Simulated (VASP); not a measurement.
**InGa2As3: single point with PBE**

The system is InGa2As3.

```
In Ga As
1.0
    -2.07908    2.07908    8.88284
     2.07908   -2.07908    8.88284
     2.07908    2.07908   -8.88284
In Ga As
1 2 3
Cartesian
  0.0000 2.0791 4.4414
  2.0791 0.0000 7.4727
  2.0791 0.0000 1.4101
  0.0000 0.0000 14.9586
  0.0000 0.0000 8.8828
  0.0000 0.0000 2.8070
```

```json
{
 "Program": "VASP 6.6.1",
 "Task": "single point",
 "Functional": "PBE",
 "Potentials or basis": "VASP PAW PBE potentials, release 64 (In_d, Ga_d, As)",
 "Cutoff": "520 eV",
 "k mesh": "12 × 12 × 12",
 "Occupations": "gaussian, width 0.1 eV",
 "Spin": "no spin polarisation",
 "Dipole correction": "no",
 "Further INCAR settings": "ALGO = Normal; EDIFF = 1e-06; NBANDS = 36"
}
```

The pressure is 0.1 GPa and the largest force is 0.010 eV/Å. The band gap on the k mesh is zero (filled and empty bands touch).

Forces on the atoms (eV/Å):
```
In   0.000  0.000  0.000
Ga   0.000  0.000  0.000
Ga   0.000  0.000  0.000
As   0.000  0.000 -0.010
As   0.000  0.000  0.000
As   0.000  0.000  0.010
```

Levels at points of the mesh, in eV from the Fermi level:
```tsv
k point	band 23	band 24	band 25	band 26	band 27	band 28	band 29	band 30	band 31	band 32
(0.00, 0.00, 0.00)	-1.88	-1.88	-0.31	-0.20	-0.08	-0.08	1.49	1.57	2.36	2.72
(0.50, 0.00, 0.00)	-2.55	-1.38	-1.36	-1.14	-0.75	0.65	1.84	2.36	4.12	4.51
(0.50, 0.50, 0.00)	-3.03	-2.94	-2.94	-2.49	-2.47	1.45	1.66	2.98	3.13	3.18
(0.50, 0.50, 0.50)	-2.55	-1.17	-1.17	-0.75	-0.75	1.34	1.50	2.09	2.49	2.63
```

Wall time 29 min on 1 thread of AMD EPYC 9R45 96-Core Processor (Zen 5) (shared host), peak memory 1.2 GiB.

Caveat: semilocal functionals underestimate gaps, and a narrow one can read as zero; spin-orbit coupling is left out, which moves the levels of the heavy elements.
